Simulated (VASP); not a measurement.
# AgBr3 (R-3m) in VASP: notebook

The runs below take AgBr3 through single point, with PBE.

All numbers are computed with VASP 6.6.1; they aren't measurements. Logs are shortened: lines on timing, memory, paths and dates and some standing lists are left out, and cuts for length are marked.

## Step 1: The cell of the first run

The structure is trigonal, space group R-3m (No. 166). Conventional cell: a = 7.324 Å, b = 7.324 Å, c = 9.525 Å, α = 90.00°, β = 90.00°, γ = 120.00°. Within 3.5 Å of Ag (site symmetry -3m) lie 6 Br at 2.64 Å. Within 3.5 Å of Br (site symmetry 2/m) lie 2 Ag at 2.64 Å.

## Step 2: Single point, PBE, collinear spin, ferromagnetic start

Contents of INCAR:

```
  PREC = Accurate
  ENCUT = 520
  EDIFF = 1E-6
  ISMEAR = 0
  SIGMA = 0.1
  LREAL = F
  LASPH = T
  NELM = 150
  ALGO = Normal
  ISIF = 2
  LWAVE = F
  LCHARG = F
  ISPIN = 2
  MAGMOM = 1 0 0 0
  LORBIT = 11
  LMAXMIX = 4
  GGA = PE
  NBANDS = 28
```

Contents of KPOINTS:

```
regular mesh
0
Gamma
  3 3 3
```

Contents of POSCAR:

```
AgBr3
1.0
    3.6622259220      2.1143871219      3.1750547411
   -3.6622259220      2.1143871219      3.1750547411
    0.0000000000     -4.2287742438      3.1750547411
Ag Br
1 3
Direct
    0.5000000000      0.5000000000      0.5000000000
    0.5000000000      0.5000000000      0.0000000000
    0.0000000000      0.5000000000      0.5000000000
    0.5000000000      0.0000000000      0.5000000000
```

Potentials or basis: VASP PAW PBE potentials, release 64 (Ag, Br).

The run is started by

```console
$ cat potpaw_PBE.64/Ag/POTCAR potpaw_PBE.64/Br/POTCAR > POTCAR
$ mpirun -np 1 vasp_std > vasp.out
```

OUTCAR:

```text
PREC = Accurate
   ENCUT = 520
   EDIFF = 1E-6
   ISMEAR = 0
   LREAL = F
   LASPH = T
   NELM = 150
   ISIF = 2
   ISPIN = 2
   LORBIT = 11
   GGA = PE

 ion  position               nearest neighbor table
   1  0.500  0.500  0.500-   3 2.64   4 2.64   4 2.64   3 2.64   2 2.64   2 2.64
   2  0.500  0.500  0.000-   1 2.64   1 2.64
   3  0.000  0.500  0.500-   1 2.64   1 2.64
   4  0.500  0.000  0.500-   1 2.64   1 2.64

  LATTYP: Found a trigonal (rhomboedric) cell.
 ALAT       =     5.2880529700
 COS(alpha) =     0.0407569380

  Lattice vectors:

 A1 = (   3.6622259220,   2.1143871219,   3.1750547411)
 A2 = (  -3.6622259220,   2.1143871219,   3.1750547411)
 A3 = (   0.0000000000,  -4.2287742438,   3.1750547411)

Analysis of symmetry for initial positions (statically):
=====================================================================
 Subroutine PRICEL returns:
 Original cell was already a primitive cell.

 Routine SETGRP: Setting up the symmetry group for a
 trigonal (rhombohedral) supercell.

 Subroutine GETGRP returns: Found 12 space group operations
 (whereof 12 operations were pure point group operations)
 out of a pool of 12 trial point group operations.

The static configuration has the point symmetry D_3d.

Analysis of symmetry for dynamics (positions and initial velocities):
=====================================================================
 Subroutine PRICEL returns:
 Original cell was already a primitive cell.

 Routine SETGRP: Setting up the symmetry group for a
 trigonal (rhombohedral) supercell.

 Subroutine GETGRP returns: Found 12 space group operations
 (whereof 12 operations were pure point group operations)
 out of a pool of 12 trial point group operations.

The dynamic configuration has the point symmetry D_3d.

Analysis of structural, dynamic, and magnetic symmetry:
=====================================================================
 Subroutine PRICEL returns:
 Original cell was already a primitive cell.

 Routine SETGRP: Setting up the symmetry group for a
 trigonal (rhombohedral) supercell.

 Subroutine GETGRP returns: Found 12 space group operations
 (whereof 12 operations were pure point group operations)
 out of a pool of 12 trial point group operations.

The overall configuration has the point symmetry D_3d.

 Subroutine INISYM returns: Found 12 space group operations
 (whereof 12 operations are pure point group operations),
 and found     1 'primitive' translations

----------------------------------------------------------------------------------------

                                     Primitive cell

  volume of cell :     147.5136

  direct lattice vectors                    reciprocal lattice vectors
     3.662225922  2.114387122  3.175054741     0.136528988  0.078825048  0.104985067
    -3.662225922  2.114387122  3.175054741    -0.136528988  0.078825048  0.104985067
     0.000000000 -4.228774244  3.175054741     0.000000000 -0.157650096  0.104985067

  length of vectors
     5.288052970  5.288052970  5.288052970     0.189408070  0.189408070  0.189408070

  position of ions in fractional coordinates (direct lattice)
     0.500000000  0.500000000  0.500000000
     0.500000000  0.500000000  0.000000000
     0.000000000  0.500000000  0.500000000
     0.500000000  0.000000000  0.500000000

  ion indices of the primitive-cell ions
   primitive index   ion index
                 1           1
                 2           2
                 3           3
                 4           4

----------------------------------------------------------------------------------------

 KPOINTS: regular mesh

Automatic generation of k-mesh.
 Grid dimensions read from file:
 generate k-points for:    3    3    3

 Generating k-lattice:

  Cartesian coordinates                     Fractional coordinates (reciprocal lattice)
     0.045509663  0.026275016  0.034995022     0.333333333  0.000000000 -0.000000000
    -0.045509663  0.026275016  0.034995022     0.000000000  0.333333333 -0.000000000
     0.000000000 -0.052550032  0.034995022    -0.000000000 -0.000000000  0.333333333

  Length of vectors
     0.063136023  0.063136023  0.063136023

  Shift w.r.t. Gamma in fractional coordinates (k-lattice)
     0.000000000  0.000000000  0.000000000

 Subroutine IBZKPT returns following result:
 ===========================================

 Found      6 irreducible k-points:

 Following reciprocal coordinates:
            Coordinates               Weight
  0.000000  0.000000  0.000000      1.000000
  0.333333 -0.000000  0.000000      6.000000
  0.333333  0.333333  0.000000      6.000000
 -0.333333  0.333333  0.000000      6.000000
  0.333333  0.333333  0.333333      2.000000
 -0.333333  0.333333  0.333333      6.000000
   k-points           NKPTS =      6   k-points in BZ     NKDIM =      6   number of bands    NBANDS=     28
   number of dos      NEDOS =    301   number of ions     NIONS =      4
   total plane-waves  NPLWV =  64000
   dimension x,y,z NGX =    40 NGY =   40 NGZ =   40
   dimension x,y,z NGXF=    80 NGYF=   80 NGZF=   80
   ions per type =               1   3
   NGX,Y,Z   is equivalent  to a cutoff of  12.58, 12.58, 12.58 a.u.
   NGXF,Y,Z  is equivalent  to a cutoff of  25.15, 25.15, 25.15 a.u.
 SYSTEM =  unknown system
   PREC   = accura    normal or accurate (medium, high low for compatibility)
   ISTART =      0    job   : 0-new  1-cont  2-samecut
   ICHARG =      2    charge: 1-file 2-atom 10-const
   ISPIN  =      2    spin polarized calculation?
   LNONCOLLINEAR =      F non collinear calculations
   LSORBIT =      F    spin-orbit coupling
   LASPH  =      T    aspherical Exc in radial PAW
   ENCUT  =  520.0 eV  38.22 Ry    6.18 a.u.   9.83  9.83  9.83*2*pi/ulx,y,z
   NELM   =    150;   NELMIN=  2; NELMDL= -5     # of ELM steps
   EDIFF  = 0.1E-05   stopping-criterion for ELM
   LREAL  =      F    real-space projection
   EDIFFG = 0.1E-04   stopping-criterion for IOM
   NSW    =      0    number of steps for IOM
   IBRION =     -1    ionic relax: 0-MD 1-quasi-New 2-CG
   NFREE  =      0    steps in history (QN), initial steepest desc. (CG)
   ISIF   =      2    stress and relaxation
   ISYM   =      2    0-nonsym 1-usesym 2-fastsym
   POTIM  = 0.5000    time-step for ionic-motion
   TEBEG  =    0.0;   TEEND  =   0.0 temperature during run
   PSTRESS=    0.0 pullay stress
   NELECT =      32.0000    total number of electrons
   NUPDOWN=      -1.0000    fix difference up-down
   EMIN   =  10.00;   EMAX   =-10.00  energy-range for DOS
   EFERMI =   0.00;   METHOD = LEGACY
   ISMEAR =     0;   SIGMA  =   0.10  broadening in eV -4-tet -1-fermi 0-gaus
   EFERMI_NEDOS =   21; number of points for ismear=-14 and -15
   IALGO  =     38    algorithm
   IMIX   =      4    mixing-type and parameters
     AMIX     =   0.40;   BMIX     =  1.00
     AMIX_MAG =   1.60;   BMIX_MAG =  1.00
  volume/ion in A,a.u.               =      36.88       248.87
  Fermi-wavevector in a.u.,A,eV,Ry     =   0.983666  1.858858 13.164968  0.967598
  Thomas-Fermi vector in A             =   2.114841
   LORBIT       =     11    0 simple, 1 ext, 2 COOP (PROOUT), +10 PAW based schemes
   GGA     = PE    functional components
   LHFCALC =     F    Hartree Fock is set to
   AEXX    =    0.0000 exact exchange contribution
   IVDW    =     0    specifies the selected vdW correction
   LEPSILON=     F    determine dielectric tensor
   LRPA    =     F    only Hartree local field effects (RPA)
 spin polarized calculation
 Gauss-broadening in eV      SIGMA  =   0.10
  energy-cutoff  :      520.00
  volume of cell :      147.51
 maximum number of plane-waves:      3999
   NGX = 19   NGY = 19   NGZ = 19

 number of electron      31.9999991 magnetization       0.0000212

 number of electron      31.9999991 magnetization      -0.0000569

 Free energy of the ion-electron system (eV)
  ---------------------------------------------------
  ext. energy  EPLUGINS =         0.00000000
  ---------------------------------------------------
  free energy    TOTEN  =        -7.64472770 eV

  energy without entropy =       -7.63569952  energy(sigma->0) =       -7.64021361

 E-fermi :  -0.9192     XC(G=0):  -7.3357

 val. band max:       -1.1458542208   @ k =   0.3333   0.3333   0.3333
 cond. band min:      -0.8441724712   @ k =  -0.3333   0.3333   0.3333
 fundamental gap:      0.3016817495
 Fermi energy:        -0.9191559567

 spin component 1

 k-point     1 :       0.0000    0.0000    0.0000
  band No.  band energies     occupation
      1     -15.1365      1.00000
      2     -14.4897      1.00000
      3     -14.4897      1.00000
      4      -5.0168      1.00000
      5      -4.9859      1.00000
      6      -4.9859      1.00000
[... 20 lines left out ...]
     27      11.3406      0.00000
[... 132 lines left out ...]
      5      -6.1614      1.00000
      6      -5.8171      1.00000
[... 20 lines left out ...]
     27      10.1405      0.00000
     28      10.8586      0.00000
 Fermi energy:        -0.9191559567

 spin component 2

 k-point     1 :       0.0000    0.0000    0.0000
  band No.  band energies     occupation
      1     -15.1365      1.00000
      2     -14.4897      1.00000
      3     -14.4897      1.00000
      4      -5.0168      1.00000
      5      -4.9859      1.00000
      6      -4.9859      1.00000
[... 20 lines left out ...]
     27      11.3404      0.00000
[... 133 lines left out ...]
      6      -5.8172      1.00000
[... 20 lines left out ...]
     27      10.1405      0.00000
     28      10.8599      0.00000

------------------------ aborting loop because EDIFF is reached ----------------------------------------

  FORCE on cell =-STRESS in cart. coord.  units (eV):
  Direction    XX          YY          ZZ          XY          YZ          ZX
  --------------------------------------------------------------------------------------
  -------------------------------------------------------------------------------------
  Total       -0.2293768     -0.2293768     -0.5087439      0.0000000      0.0000000      0.0000000
  in kB       -2.4913116     -2.4913116     -5.5255782      0.0000000      0.0000000      0.0000000
  external PRESSURE =      -3.5027338 kB  Pullay stress =       0.0000000 kB

 VOLUME and BASIS-vectors are now :
 -----------------------------------------------------------------------------
  energy-cutoff  :      520.00
  volume of cell :      147.51
      direct lattice vectors                 reciprocal lattice vectors
     3.662225922  2.114387122  3.175054741     0.136528988  0.078825048  0.104985067
    -3.662225922  2.114387122  3.175054741    -0.136528988  0.078825048  0.104985067
     0.000000000 -4.228774244  3.175054741     0.000000000 -0.157650096  0.104985067

 POSITION                                       TOTAL-FORCE (eV/Angst)
 -----------------------------------------------------------------------------------
      0.00000      0.00000      4.76258        -0.000000     -0.000000      0.000000
      0.00000      2.11439      3.17505         0.000000      0.000000     -0.000000
     -1.83111     -1.05719      3.17505         0.000000     -0.000000     -0.000000
      1.83111     -1.05719      3.17505         0.000000      0.000000     -0.000000
 -----------------------------------------------------------------------------------
    total drift:                               -0.000000      0.000000     -0.000000

  FREE ENERGIE OF THE ION-ELECTRON SYSTEM (eV)
  ---------------------------------------------------
  free  energy   TOTEN  =        -7.6447276952 eV

  energy  without entropy=       -7.6356995201  energy(sigma->0) =       -7.64021361

 total charge

# of ion       s       p       d       tot
------------------------------------------
    1        0.343   0.282   9.072   9.696
    2        1.624   3.134   0.016   4.774
    3        1.624   3.134   0.016   4.774
    4        1.624   3.134   0.016   4.774
--------------------------------------------------
tot          5.213   9.683   9.121  24.017

 magnetization (x)

# of ion       s       p       d       tot
------------------------------------------
    1        0.000  -0.000   0.000   0.000
    2        0.000   0.000  -0.000   0.000
    3        0.000   0.000  -0.000   0.000
    4        0.000   0.000  -0.000   0.000
--------------------------------------------------
tot          0.000   0.000   0.000   0.000
```

Wall time 28 s (1 thread of Intel Xeon 6975P-C (Granite Rapids), shared host); peak memory 0.28 GiB.

Results:

```
Free energy                                           : -7.6447 eV
Pressure                                              : -0.4 GPa
Band gap on the k mesh                                : zero (filled and empty bands overlap)
Net moment                                            : 0.00 μB per cell
Valence electrons inside the program's atomic spheres : Ag 9.70; Br 4.77
```

Caveat: the k points lie up to 0.40 Å⁻¹ apart.

## Step 3: Single point, PBE

This run uses another cell than the first one, of 33.40 Å³/atom, 0.906 times its volume.

Contents of INCAR:

```
  PREC = Accurate
  ENCUT = 520
  EDIFF = 1E-6
  ISMEAR = 0
  SIGMA = 0.1
  LREAL = F
  LASPH = T
  NELM = 60
  ALGO = Normal
  ISIF = 2
  LWAVE = F
  LCHARG = F
  GGA = PE
  NBANDS = 24
```

Contents of KPOINTS:

```
Automatic mesh
0
Gamma
  6 6 6
```

Contents of POSCAR:

```
AgBr3
1.0
    2.9221105100      1.6870812900      4.5171122700
   -2.9221105100      1.6870812900      4.5171122700
    0.0000000000     -3.3741625800      4.5171122700
Ag Br
1 3
Direct
    0.5000000000      0.5000000000      0.5000000000
    0.5000000000      0.5000000000      0.0000000000
    0.0000000000      0.5000000000      0.5000000000
    0.5000000000      0.0000000000      0.5000000000
```

Potentials or basis: VASP PAW PBE potentials, release 64 (Ag, Br).

The run is started by

```console
$ cat potpaw_PBE.64/Ag/POTCAR potpaw_PBE.64/Br/POTCAR > POTCAR
$ mpirun -np 1 vasp_std > vasp.out
```

Run time: 57 s. Hardware: 1 thread of Intel Xeon 6975P-C (Granite Rapids), shared host; peak memory 0.3 GiB.

It converged, with:

```
Free energy            : -6.9158 eV
Pressure               : 4.1 GPa
Band gap on the k mesh : zero (band 16 reaches 2.05 eV, above the bottom of band 17 at 0.56 eV)
```

Stress tensor (GPa, compression positive):
```
 6.39  0.00  0.00
 0.00  6.39  0.00
 0.00  0.00 -0.39
```

Levels at points of the mesh, in eV from the Fermi level:
```csv
k point,band 12,band 13,band 14,band 15,band 16,band 17,band 18,band 19,band 20,band 21
"(0.00, 0.00, 0.00)",-3.40,-2.59,-2.59,0.03,0.51,0.62,0.62,4.42,6.53,7.16
"(0.50, 0.00, 0.00)",-2.92,-2.59,-2.27,-2.26,-2.08,0.48,2.75,4.77,5.86,7.15
"(0.50, 0.50, 0.00)",-2.84,-2.62,-2.51,-2.07,-0.75,0.68,4.19,4.71,5.59,6.99
"(0.50, 0.50, 0.50)",-2.98,-0.80,-0.80,0.06,0.85,0.85,4.96,5.27,5.27,5.29
```

## Step 4: Single point, PBE

Contents of INCAR:

```
SYSTEM = AgBr3
  PREC = Accurate
  ENCUT = 520
  EDIFF = 1E-6
  ISMEAR = 0
  SIGMA = 0.1
  LREAL = .FALSE.
  LASPH = .TRUE.
  NELM = 100
  ALGO = Normal
  ISIF = 2
  LWAVE = .FALSE.
  LCHARG = .FALSE.
  GGA = PE
  NBANDS = 24
```

Contents of KPOINTS:

```
regular mesh
0
G
  6 6 6
  0 0 0
```

Contents of POSCAR:

```
AgBr3
1.0
    3.6622259220      2.1143871219      3.1750547411
   -3.6622259220      2.1143871219      3.1750547411
    0.0000000000     -4.2287742438      3.1750547411
Ag Br
1 3
Direct
    0.5000000000      0.5000000000      0.5000000000
    0.5000000000      0.5000000000      0.0000000000
    0.0000000000      0.5000000000      0.5000000000
    0.5000000000      0.0000000000      0.5000000000
```

The run is started by

```console
$ cat potpaw_PBE.64/Ag/POTCAR potpaw_PBE.64/Br/POTCAR > POTCAR
$ mpirun -np 1 vasp_std > vasp.out
```

It took 54 s on 1 thread of Intel Xeon 6975P-C (Granite Rapids), shared host; peak memory 0.29 GiB.

Results (log left out):

* Free energy: -7.5717 eV
* Pressure: 0.2 GPa
* Band gap on the k mesh: zero (band 16 reaches 0.09 eV, above the bottom of band 17 at -1.51 eV)

Stress tensor (GPa, compression positive):
```
0.26 0.00 0.00
0.00 0.26 0.00
0.00 0.00 0.13
```

Levels at points of the mesh, in eV from the Fermi level:
| k point | band 14 | band 15 | band 16 | band 17 | band 18 | band 19 |
| --- | --- | --- | --- | --- | --- | --- |
| (0.00, 0.00, 0.00) | -0.56 | -0.45 | -0.31 | -0.31 | 2.59 | 5.91 |
| (0.50, 0.00, 0.00) | -0.63 | -0.58 | -0.58 | -0.35 | 5.63 | 7.64 |
| (0.50, 0.50, 0.00) | -0.59 | -0.53 | 0.14 | 1.24 | 7.58 | 7.64 |
| (0.50, 0.50, 0.50) | 0.14 | 0.15 | 1.25 | 1.25 | 6.62 | 6.62 |

## Step 5: Summary

| spin | cell | k mesh | gap on the mesh (eV) | pressure (GPa) |
| --- | --- | --- | --- | --- |
| collinear, ferromagnetic start | a = 5.288 Å, angles 87.7°, 4 atoms | 3 × 3 × 3 | none | -0.4 |
| off | a = 5.638 Å, angles 62.4°, 4 atoms | 6 × 6 × 6 | none | 4.1 |
| off | a = 5.288 Å, angles 87.7°, 4 atoms | 6 × 6 × 6 | none | 0.2 |

Alike in all rows: task single point; level PBE; potentials or basis VASP PAW PBE potentials, release 64 (Ag, Br); cutoff (eV) 520; smearing gaussian 0.1 eV.

Caveats: some runs use coarse meshes.

Absolute energies hang on the potentials; compare differences alone.
